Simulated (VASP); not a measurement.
# GeBr (Pm-3m) in VASP: further runs

GeBr is run at these levels: r2SCAN; tasks: single point.

All numbers are computed with VASP 6.6.1; they aren't measurements. Logs are shortened: lines on timing, memory, paths and dates and some standing lists are left out, and cuts for length are marked.

### 1 The cell of the first run

It takes space group Pm-3m (No. 221, cubic). Conventional cell: a = 3.651 Å, b = 3.651 Å, c = 3.651 Å, α = 90.00°, β = 90.00°, γ = 90.00°. Within 4.2 Å of Ge (site symmetry m-3m) lie 8 Br at 3.16 Å and 6 Ge at 3.65 Å. Br (site symmetry m-3m) has 8 Ge at 3.16 Å and 6 Br at 3.65 Å within 4.2 Å.

### 2 Single point, r2SCAN

Input file POSCAR:

```
GeBr
1.0
    3.6509615909      0.0000000000      0.0000000000
    0.0000000000      3.6509615909      0.0000000000
    0.0000000000      0.0000000000      3.6509615909
Ge Br
1 1
Direct
    0.0000000000      0.0000000000      0.0000000000
    0.5000000000      0.5000000000      0.5000000000
```

Input file INCAR.step1:

```
PREC     = Accurate       # precision mode
ENCUT    = 520            # plane-wave cutoff, eV
ISMEAR   = 0              # smearing method
SIGMA    = 0.1            # smearing width, eV
LREAL    = F              # projectors in reciprocal space
LASPH    = T              # aspherical terms in the spheres
NELM     = 80             # most SCF steps
NBANDS   = 18             # bands
GGA      = PE             # functional
ALGO     = Normal         # electronic algorithm
EDIFF    = 1E-4           # SCF threshold, eV
LWAVE    = T              # write WAVECAR
LCHARG   = F              # write CHGCAR
```

Input file INCAR.step2:

```
PREC     = Accurate       # precision mode
ENCUT    = 520            # plane-wave cutoff, eV
EDIFF    = 1E-7           # SCF threshold, eV
ISMEAR   = 0              # smearing method
SIGMA    = 0.1            # smearing width, eV
LREAL    = F              # projectors in reciprocal space
LASPH    = T              # aspherical terms in the spheres
NELM     = 80             # most SCF steps
ALGO     = Normal         # electronic algorithm
ISIF     = 2              # what is computed and relaxed
LWAVE    = F              # write WAVECAR
LCHARG   = T              # write CHGCAR
METAGGA  = R2SCAN         # meta-GGA
LMIXTAU  = T            
LELF     = T              # ELF
LVHAR    = T            
NBANDS   = 18             # bands
ISTART   = 1
```

Input file KPOINTS:

```
Automatic mesh
0
Gamma
  6 6 6
```

Potentials or basis: VASP PAW PBE potentials, release 64 (Ge_d, Br).

Started as:

```console
$ cat potpaw_PBE.64/Ge_d/POTCAR potpaw_PBE.64/Br/POTCAR > POTCAR
$ cp INCAR.step1 INCAR
$ mpirun -np 1 vasp_std > vasp.out
$ cp INCAR.step2 INCAR
$ mpirun -np 1 vasp_std > vasp.out
```

OUTCAR:

```text
PREC = Accurate
   ENCUT = 520
   EDIFF = 1E-7
   ISMEAR = 0
   LREAL = F
   LASPH = T
   NELM = 80
   ISIF = 2
   METAGGA = R2SCAN
   ISTART = 1

 ion  position               nearest neighbor table
   1  0.000  0.000  0.000-
   2  0.500  0.500  0.500-

  LATTYP: Found a simple cubic cell.
 ALAT       =     3.6509615909

  Lattice vectors:

 A1 = (   3.6509615909,   0.0000000000,   0.0000000000)
 A2 = (   0.0000000000,   3.6509615909,   0.0000000000)
 A3 = (   0.0000000000,   0.0000000000,   3.6509615909)

Analysis of symmetry for initial positions (statically):
=====================================================================
 Subroutine PRICEL returns:
 Original cell was already a primitive cell.

 Routine SETGRP: Setting up the symmetry group for a
 simple cubic supercell.

 Subroutine GETGRP returns: Found 48 space group operations
 (whereof 48 operations were pure point group operations)
 out of a pool of 48 trial point group operations.

The static configuration has the point symmetry O_h .

Analysis of symmetry for dynamics (positions and initial velocities):
=====================================================================
 Subroutine PRICEL returns:
 Original cell was already a primitive cell.

 Routine SETGRP: Setting up the symmetry group for a
 simple cubic supercell.

 Subroutine GETGRP returns: Found 48 space group operations
 (whereof 48 operations were pure point group operations)
 out of a pool of 48 trial point group operations.

The dynamic configuration has the point symmetry O_h .

 Subroutine INISYM returns: Found 48 space group operations
 (whereof 48 operations are pure point group operations),
 and found     1 'primitive' translations

----------------------------------------------------------------------------------------

                                     Primitive cell

  volume of cell :      48.6656

  direct lattice vectors                    reciprocal lattice vectors
     3.650961591  0.000000000  0.000000000     0.273900444  0.000000000  0.000000000
     0.000000000  3.650961591  0.000000000     0.000000000  0.273900444  0.000000000
     0.000000000  0.000000000  3.650961591     0.000000000  0.000000000  0.273900444

  length of vectors
     3.650961591  3.650961591  3.650961591     0.273900444  0.273900444  0.273900444

  position of ions in fractional coordinates (direct lattice)
     0.000000000  0.000000000  0.000000000
     0.500000000  0.500000000  0.500000000

  ion indices of the primitive-cell ions
   primitive index   ion index
                 1           1
                 2           2

----------------------------------------------------------------------------------------

 KPOINTS: Automatic mesh

Automatic generation of k-mesh.
 Grid dimensions read from file:
 generate k-points for:    6    6    6

 Generating k-lattice:

  Cartesian coordinates                     Fractional coordinates (reciprocal lattice)
     0.045650074  0.000000000  0.000000000     0.166666667  0.000000000  0.000000000
     0.000000000  0.045650074  0.000000000     0.000000000  0.166666667  0.000000000
     0.000000000  0.000000000  0.045650074     0.000000000  0.000000000  0.166666667

  Length of vectors
     0.045650074  0.045650074  0.045650074

  Shift w.r.t. Gamma in fractional coordinates (k-lattice)
     0.000000000  0.000000000  0.000000000

 Subroutine IBZKPT returns following result:
 ===========================================

 Found     20 irreducible k-points:

 Following reciprocal coordinates:
            Coordinates               Weight
  0.000000  0.000000  0.000000      1.000000
  0.166667  0.000000  0.000000      6.000000
  0.333333  0.000000  0.000000      6.000000
  0.500000  0.000000  0.000000      3.000000
  0.166667  0.166667  0.000000     12.000000
  0.333333  0.166667  0.000000     24.000000
[... 12 lines left out ...]
  0.500000  0.500000  0.333333      6.000000
  0.500000  0.500000  0.500000      1.000000
   k-points           NKPTS =     20   k-points in BZ     NKDIM =     20   number of bands    NBANDS=     18
   number of dos      NEDOS =    301   number of ions     NIONS =      2
   total plane-waves  NPLWV =  21952
   dimension x,y,z NGX =    28 NGY =   28 NGZ =   28
   dimension x,y,z NGXF=    56 NGYF=   56 NGZF=   56
   ions per type =               1   1
   NGX,Y,Z   is equivalent  to a cutoff of  12.75, 12.75, 12.75 a.u.
   NGXF,Y,Z  is equivalent  to a cutoff of  25.50, 25.50, 25.50 a.u.
 SYSTEM =  unknown system
   PREC   = accura    normal or accurate (medium, high low for compatibility)
   ISTART =      1    job   : 0-new  1-cont  2-samecut
   ICHARG =      0    charge: 1-file 2-atom 10-const
   ISPIN  =      1    spin polarized calculation?
   LNONCOLLINEAR =      F non collinear calculations
   LSORBIT =      F    spin-orbit coupling
   LASPH  =      T    aspherical Exc in radial PAW
   ENCUT  =  520.0 eV  38.22 Ry    6.18 a.u.   6.79  6.79  6.79*2*pi/ulx,y,z
   NELM   =     80;   NELMIN=  2; NELMDL=  0     # of ELM steps
   EDIFF  = 0.1E-06   stopping-criterion for ELM
   LREAL  =      F    real-space projection
   EDIFFG = 0.1E-05   stopping-criterion for IOM
   NSW    =      0    number of steps for IOM
   IBRION =     -1    ionic relax: 0-MD 1-quasi-New 2-CG
   NFREE  =      0    steps in history (QN), initial steepest desc. (CG)
   ISIF   =      2    stress and relaxation
   ISYM   =      2    0-nonsym 1-usesym 2-fastsym
   POTIM  = 0.5000    time-step for ionic-motion
   TEBEG  =    0.0;   TEEND  =   0.0 temperature during run
   PSTRESS=    0.0 pullay stress
   NELECT =      21.0000    total number of electrons
   NUPDOWN=      -1.0000    fix difference up-down
   EMIN   =  10.00;   EMAX   =-10.00  energy-range for DOS
   EFERMI =   0.00;   METHOD = LEGACY
   ISMEAR =     0;   SIGMA  =   0.10  broadening in eV -4-tet -1-fermi 0-gaus
   EFERMI_NEDOS =   21; number of points for ismear=-14 and -15
   IALGO  =     38    algorithm
   IMIX   =      4    mixing-type and parameters
     AMIX     =   0.40;   BMIX     =  1.00
     AMIX_MAG =   1.60;   BMIX_MAG =  1.00
  volume/ion in A,a.u.               =      24.33       164.21
  Fermi-wavevector in a.u.,A,eV,Ry     =   1.237107  2.337794 20.822821  1.530434
  Thomas-Fermi vector in A             =   2.371688
   LORBIT       =      0    0 simple, 1 ext, 2 COOP (PROOUT), +10 PAW based schemes
   METAGGA = R2SCAN    functional components
   LHFCALC =     F    Hartree Fock is set to
   AEXX    =    0.0000 exact exchange contribution
   IVDW    =     0    specifies the selected vdW correction
   LEPSILON=     F    determine dielectric tensor
   LRPA    =     F    only Hartree local field effects (RPA)
 non-spin polarized calculation
 Gauss-broadening in eV      SIGMA  =   0.10
  energy-cutoff  :      520.00
  volume of cell :       48.67
 maximum number of plane-waves:      1357
 NGX is ok and might be reduce to    28
   NGX = 13   NGY = 13   NGZ = 13

 number of electron      21.0000028 magnetization

 Free energy of the ion-electron system (eV)
  ---------------------------------------------------
  ext. energy  EPLUGINS =         0.00000000
  ---------------------------------------------------
  free energy    TOTEN  =       -26.38512660 eV

  energy without entropy =      -26.38197431  energy(sigma->0) =      -26.38355046

 E-fermi :   4.7874     XC(G=0): -10.4640

 val. band max:        4.6465777203   @ k =   0.3333   0.0000   0.0000
 cond. band min:       4.8808489870   @ k =   0.5000   0.3333   0.1667
 fundamental gap:      0.2342712667
 Fermi energy:         4.7873838051

 k-point     1 :       0.0000    0.0000    0.0000
  band No.  band energies     occupation
      1     -21.8204      2.00000
      2     -21.8204      2.00000
      3     -21.8065      2.00000
      4     -21.8065      2.00000
      5     -21.8065      2.00000
      6     -12.7040      2.00000
[... 10 lines left out ...]
     17      16.6791      0.00000
     18      16.6791      0.00000

 k-point     2 :       0.1667    0.0000    0.0000
  band No.  band energies     occupation
      1     -21.8202      2.00000
      2     -21.8172      2.00000
      3     -21.8074      2.00000
      4     -21.8074      2.00000
      5     -21.8064      2.00000
      6     -12.5840      2.00000
[... 10 lines left out ...]
     17      16.5231      0.00000
     18      16.5231      0.00000

 k-point     3 :       0.3333    0.0000    0.0000
  band No.  band energies     occupation
      1     -21.8200      2.00000
      2     -21.8110      2.00000
      3     -21.8093      2.00000
      4     -21.8093      2.00000
      5     -21.8062      2.00000
      6     -12.3187      2.00000
[... 10 lines left out ...]
     17      16.9280      0.00000
     18      16.9280      0.00000

 k-point     4 :       0.5000    0.0000    0.0000
  band No.  band energies     occupation
      1     -21.8199      2.00000
      2     -21.8102      2.00000
      3     -21.8102      2.00000
      4     -21.8079      2.00000
      5     -21.8061      2.00000
      6     -12.1701      2.00000
[... 291 lines left out ...]
      4     -21.8056      2.00000
      5     -21.8026      2.00000
      6     -11.6738      2.00000
[... 10 lines left out ...]
     17      18.8270      0.00000
     18      19.8332      0.00000

 k-point    19 :       0.5000    0.5000    0.3333
  band No.  band energies     occupation
      1     -21.8146      2.00000
      2     -21.8130      2.00000
      3     -21.8130      2.00000
      4     -21.8040      2.00000
      5     -21.8009      2.00000
      6     -11.5932      2.00000
[... 10 lines left out ...]
     17      18.3985      0.00000
     18      21.1968      0.00000

 k-point    20 :       0.5000    0.5000    0.5000
  band No.  band energies     occupation
      1     -21.8142      2.00000
      2     -21.8142      2.00000
      3     -21.8142      2.00000
      4     -21.8009      2.00000
      5     -21.8009      2.00000
      6     -11.5196      2.00000
[... 10 lines left out ...]
     17      20.2639      0.00000
     18      20.2639      0.00000

------------------------ aborting loop because EDIFF is reached ----------------------------------------

  FORCE on cell =-STRESS in cart. coord.  units (eV):
  Direction    XX          YY          ZZ          XY          YZ          ZX
  --------------------------------------------------------------------------------------
  -------------------------------------------------------------------------------------
  Total       -0.2609441     -0.2609441     -0.2609441     -0.0000000      0.0000000      0.0000000
  in kB       -8.5908523     -8.5908523     -8.5908523     -0.0000000      0.0000000      0.0000000
  external PRESSURE =      -8.5908523 kB  Pullay stress =       0.0000000 kB

 VOLUME and BASIS-vectors are now :
 -----------------------------------------------------------------------------
  energy-cutoff  :      520.00
  volume of cell :       48.67
      direct lattice vectors                 reciprocal lattice vectors
     3.650961591  0.000000000  0.000000000     0.273900444  0.000000000  0.000000000
     0.000000000  3.650961591  0.000000000     0.000000000  0.273900444  0.000000000
     0.000000000  0.000000000  3.650961591     0.000000000  0.000000000  0.273900444

 POSITION                                       TOTAL-FORCE (eV/Angst)
 -----------------------------------------------------------------------------------
      0.00000      0.00000      0.00000         0.000000      0.000000      0.000000
      1.82548      1.82548      1.82548         0.000000      0.000000      0.000000
 -----------------------------------------------------------------------------------
    total drift:                               -0.000000      0.000000      0.000000

  FREE ENERGIE OF THE ION-ELECTRON SYSTEM (eV)
  ---------------------------------------------------
  free  energy   TOTEN  =       -26.3851265961 eV

  energy  without entropy=      -26.3819743148  energy(sigma->0) =      -26.38355046
```

Run time: 61 s. Hardware: 1 thread of Intel Xeon 8259CL, shared host; peak memory 0.17 GiB.

Results:

```yaml
Free_energy: -26.3851 eV
Pressure: -0.9 GPa
Band_gap_on_the_k_mesh: zero (an odd number of electrons rules out a gap without spin polarisation)
```

Caveat: the PAW data sets were made with another functional, which shifts forces and pressure a little; an odd number of electrons without spin polarisation forces a metal; a magnetic or distorted state may lie lower.

### 3 Single point, r2SCAN

This run uses another cell than the first one, of 23.43 Å³/atom.

Input file POSCAR:

```
GeBr
1.0
    3.6051104113      0.0000000000      0.0000000000
    0.0000000000      3.6051104113      0.0000000000
    0.0000000000      0.0000000000      3.6051104113
Ge Br
1 1
Direct
    0.0000000000      0.0000000000      0.0000000000
    0.5000000000      0.5000000000      0.5000000000
```

Input file INCAR.step1:

```
PREC = Accurate
ENCUT = 520
ISMEAR = 0
SIGMA = 0.1
LREAL = False
LASPH = True
NELM = 100
NBANDS = 18
GGA = PE
ALGO = Normal
EDIFF = 1E-4
LWAVE = True
LCHARG = False
```

Input file INCAR.step2:

```
PREC = Accurate
ENCUT = 520
EDIFF = 1E-7
ISMEAR = 0
SIGMA = 0.1
LREAL = False
LASPH = True
NELM = 100
ALGO = Normal
ISIF = 2
LWAVE = False
LCHARG = False
METAGGA = R2SCAN
LMIXTAU = True
NBANDS = 18
ISTART = 1
```

Input file KPOINTS:

```
regular mesh
0
Gamma
  16 16 16
```

Potentials or basis: VASP PAW PBE potentials, release 64 (Ge_d, Br).

Started as:

```console
$ cat potpaw_PBE.64/Ge_d/POTCAR potpaw_PBE.64/Br/POTCAR > POTCAR
$ cp INCAR.step1 INCAR
$ mpirun -np 1 vasp_std > vasp.out
$ cp INCAR.step2 INCAR
$ mpirun -np 1 vasp_std > vasp.out
```

It took 6.2 min on 1 thread of Intel Xeon 8259CL, shared host; peak memory 0.27 GiB.

It converged, with:

* Free energy: -26.3919 eV
* Pressure: -0.1 GPa
* Band gap on the k mesh: zero (an odd number of electrons rules out a gap without spin polarisation)

Levels at points of the mesh, in eV from the Fermi level:
| k point | band 8 | band 9 | band 10 | band 11 | band 12 | band 13 |
| --- | --- | --- | --- | --- | --- | --- |
| (0.00, 0.00, 0.00) | -4.31 | -4.31 | -4.31 | 3.60 | 3.60 | 3.60 |
| (0.50, 0.00, 0.00) | -3.46 | -3.46 | -2.84 | -1.49 | 1.61 | 1.61 |
| (0.50, 0.50, 0.00) | -6.87 | -6.87 | -3.09 | 2.03 | 2.03 | 2.80 |
| (0.50, 0.50, 0.50) | -5.43 | -5.43 | -5.43 | -2.02 | -2.02 | -2.02 |

Caveat: the PAW data sets were made with another functional, which shifts forces and pressure a little; an odd number of electrons without spin polarisation forces a metal; a magnetic or distorted state may lie lower.
